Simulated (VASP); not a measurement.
Write the native input for VASP 6.6.1 that does the following.

```yaml
Task: single point
Functional: r2SCAN
Potentials_or_basis: VASP PAW PBE potentials, release 64 (Au)
Cutoff: 520 eV
k_mesh: 20 × 20 × 20
Occupations: gaussian, width 0.15 eV
Spin: no spin polarisation
Dipole_correction: no
Further_INCAR_settings: ALGO = Normal; EDIFF = 1e-06; NBANDS = 12
```

The system is Au.

```
Au
1.0
    -1.63241    1.63241    1.68213
     1.63241   -1.63241    1.68213
     1.63241    1.63241   -1.68213
Au
1
Direct
  0.00000 0.00000 0.00000
```

This cell differs from its parent crystal: strain -0.015 along x and y, +0.015 along z.

These files were run (other wordings do the same):

POSCAR

```
Au
1.0
   -1.6324099650      1.6324099650      1.6821280350
    1.6324099650     -1.6324099650      1.6821280350
    1.6324099650      1.6324099650     -1.6821280350
Au
1
Direct
    0.0000000000      0.0000000000      0.0000000000
```

INCAR.step1

```
SYSTEM = Au
PREC = Accurate ; ENCUT = 520
ISMEAR = 0 ; SIGMA = 0.15
LREAL = .FALSE. ; LASPH = .TRUE.
NELM = 60 ; NBANDS = 12
GGA = PE ; ALGO = Normal
EDIFF = 1E-4 ; LWAVE = .TRUE.
LCHARG = .FALSE.
```

INCAR.step2

```
SYSTEM = Au
PREC = Accurate ; ENCUT = 520
EDIFF = 1E-6 ; ISMEAR = 0
SIGMA = 0.15 ; LREAL = .FALSE.
LASPH = .TRUE. ; NELM = 60
ALGO = Normal ; ISIF = 2
LWAVE = .FALSE. ; LCHARG = .TRUE.
METAGGA = R2SCAN ; LMIXTAU = .TRUE.
LELF = .TRUE. ; LVHAR = .TRUE.
NBANDS = 12 ; ISTART = 1
```

KPOINTS

```
Automatic mesh
0
G
  20 20 20
  0 0 0
```

Potentials or basis: VASP PAW PBE potentials, release 64 (Au).

Run with:

```sh
$ cat potpaw_PBE.64/Au/POTCAR > POTCAR
$ cp INCAR.step1 INCAR
$ mpirun -np 1 vasp_std > vasp.out
$ cp INCAR.step2 INCAR
$ mpirun -np 1 vasp_std > vasp.out
```

It gave:

* Pressure: -2.5 GPa
* Band gap on the k mesh: zero (an odd number of electrons rules out a gap without spin polarisation)

Caveat: the cell differs from its parent crystal (strain -0.015 along x and y, +0.015 along z); the PAW data sets were made with another functional, which shifts forces and pressure a little; spin-orbit coupling is left out, which moves the levels of the heavy elements.

Wall time 3.5 min on 1 thread of Intel(R) Xeon(R) Platinum 8488C (Sapphire Rapids), with other jobs on the host, peak memory 0.25 GiB.
